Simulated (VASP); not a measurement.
The system is CsLa5.

```
Cs La
1.0
     6.87180    0.00000    0.00000
    -3.43590    5.95116    0.00000
     0.00000    0.00000    5.44579
Cs La
1 5
Direct
  0.00000 0.00000 0.00000
  0.33333 0.66667 0.00000
  0.66667 0.33333 0.00000
  0.50000 0.00000 0.50000
  0.50000 0.50000 0.50000
  0.00000 0.50000 0.50000
```

* Program: VASP 6.6.1
* Task: relaxation of cell and atoms
* Functional: PBE
* Potentials or basis: VASP PAW PBE potentials, release 64 (Cs_sv, La)
* Cutoff: 600 eV
* k mesh: 3 × 3 × 4
* Occupations: gaussian, width 0.1 eV
* Spin: no spin polarisation

At the start: pressure 4.3 GPa; volume 37.12 Å³/atom.

Task: How do energy, volume and symmetry change on relaxing?

Result: Over 3 steps the energy falls by 104.3 meV/atom and the volume is 45.84 Å³/atom (+23.5 %); space group P6/mmm (No. 191, to 0.05 Å).

The path:
```
step  energy change (eV)  largest force (eV/Å)  pressure (GPa)  volume (Å³)
   1              0.0000                0.0000            4.31       222.71
   2             -0.5671                0.0000            1.15       256.47
   3             -0.6259                0.0000           -0.09       275.01
```

Final structure:
```yaml
crystal:
  lattice:
    - [7.33008, 0.00000, 0.00000]
    - [-3.66504, 6.34803, 0.00000]
    - [0.00000, 0.00000, 5.91026]
  atoms:
    - { symbol: Cs, position: [0.00000, 0.00000, 0.00000] }
    - { symbol: La, position: [0.33333, 0.66667, 0.00000] }
    - { symbol: La, position: [0.66667, 0.33333, 0.00000] }
    - { symbol: La, position: [0.50000, 0.00000, 0.50000] }
    - { symbol: La, position: [0.50000, 0.50000, 0.50000] }
    - { symbol: La, position: [0.00000, 0.50000, 0.50000] }
```

Caveat: the volume moved by over 15 % at a fixed basis, so the end points are rough.
